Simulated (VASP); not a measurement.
Write the native input for VASP 6.6.1 that does the following.

```
Task                   : relaxation of cell and atoms
Functional             : PBE
Potentials or basis    : VASP PAW PBE potentials, release 64 (W_sv)
Cutoff                 : 500 eV
k mesh                 : 13 × 13 × 13
Occupations            : fermi-dirac, width 0.05 eV
Spin                   : no spin polarisation
Target pressure        : 10 GPa
Dipole correction      : no
Further INCAR settings : ALGO = Normal; EDIFF = 1e-07; IBRION = 2; EDIFFG = -0.01; NSW = 100; ISIF = 3
```

The structure of W lies in POSCAR:

```
W
1.0
   -1.5823450000      1.5823450000      1.5823450000
    1.5823450000     -1.5823450000      1.5823450000
    1.5823450000      1.5823450000     -1.5823450000
W
1
Direct
    0.0000000000      0.0000000000      0.0000000000
```

The input as run:

INCAR

```
ALGO = Normal ; EDIFF = 1E-7
EDIFFG = -0.01 ; ENCUT = 500
GGA = PE ; GGA_COMPAT = F
IBRION = 2 ; ISIF = 3
ISMEAR = -1 ; LASPH = T
LCHARG = F ; LREAL = F
LWAVE = F ; NELM = 120
NELMIN = 4 ; NSW = 100
PREC = Accurate ; PSTRESS = 100.0
SIGMA = 0.05
```

KPOINTS

```
k-points
0
Gamma
  13 13 13
```

Potentials or basis: VASP PAW PBE potentials, release 64 (W_sv).

Launch:

```sh
$ cat potpaw_PBE.64/W_sv/POTCAR > POTCAR
$ mpirun -np 1 vasp_std > vasp.out
```

It gave:

```yaml
Relaxed_volume: 15.66 Å³/atom
Relaxed_cell: a = 2.730 Å, b = 2.730 Å, c = 2.730 Å, α = 109.47°, β = 109.47°, γ = 109.47°
Space_group_after_relaxing_to_0.1_Å: Im-3m (No. 229)
Energy_change_on_relaxing_the_run_minimises_the_enthalpy: +9.1 meV/atom
Ionic_steps: 3
Pressure_after_relaxing: 9.9 GPa
Band_gap_on_the_k_mesh: zero (bands 7 and 8 overlap by 5.83 eV)
```

Caveat: the cell is relaxed towards a set pressure, so the run minimises the enthalpy, not the energy; spin-orbit coupling is left out, which moves the levels of the heavy elements.

Run time: 12 s on 1 thread of Intel(R) Xeon(R) 6975P-C (Granite Rapids), with other jobs on the host, peak memory 0.14 GiB.
